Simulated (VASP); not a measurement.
Here is a VASP 6.6.1 calculation.

INCAR

```
PREC     = Accurate       # precision mode
ENCUT    = 600            # plane-wave cutoff, eV
EDIFF    = 1E-6           # SCF threshold, eV
ISMEAR   = -1             # smearing method
SIGMA    = 0.02           # smearing width, eV
LREAL    = False          # projectors in reciprocal space
LASPH    = True           # aspherical terms in the spheres
NELM     = 100            # most SCF steps
ALGO     = Normal         # electronic algorithm
ISIF     = 3              # what is computed and relaxed
LWAVE    = False          # write WAVECAR
LCHARG   = False          # write CHGCAR
GGA      = PE             # functional
IBRION   = 2              # ionic algorithm
NSW      = 80             # ionic steps
EDIFFG   = -0.005         # ionic threshold
```

Contents of KPOINTS:

```
regular mesh
0
Gamma
  4 4 4
```

File POSCAR:

```
CsPbBr3
1.0
    5.8700000000      0.0000000000      0.0000000000
    0.0000000000      5.8700000000      0.0000000000
    0.0000000000      0.0000000000      5.8700000000
Cs Pb Br
1 1 3
Direct
    0.0000000000      0.0000000000      0.0000000000
    0.5000000000      0.5000000000      0.5000000000
    0.0000000000      0.5000000000      0.5000000000
    0.5000000000      0.0000000000      0.5000000000
    0.5000000000      0.5000000000      0.0000000000
```

Potentials or basis: VASP PAW PBE potentials, release 64 (Cs_sv, Pb_d, Br).

Command:

```sh
$ cat potpaw_PBE.64/Cs_sv/POTCAR potpaw_PBE.64/Pb_d/POTCAR potpaw_PBE.64/Br/POTCAR > POTCAR
$ mpirun -np 1 vasp_std > vasp.out
```

Q: Predict the band gap on the k mesh.

A: 1.80 eV.

Q: Estimate the relaxed volume.

A: 43.46 Å³/atom.

Q: Predict the relaxed cell.

A: a = 6.012 Å, b = 6.012 Å, c = 6.012 Å, α = 90.00°, β = 90.00°, γ = 90.00°.

Final structure:
```
CELL_PARAMETERS angstrom
6.01184 0.00000 0.00000
0.00000 6.01184 0.00000
0.00000 0.00000 6.01184
ATOMIC_POSITIONS crystal
Cs 0.00000 0.00000 0.00000
Pb 0.50000 0.50000 0.50000
Br 0.00000 0.50000 0.50000
Br 0.50000 0.00000 0.50000
Br 0.50000 0.50000 0.00000
```

Caveat: spin-orbit coupling is left out, which moves the levels of the heavy elements. Zero-point motion and thermal expansion aren't in these numbers.
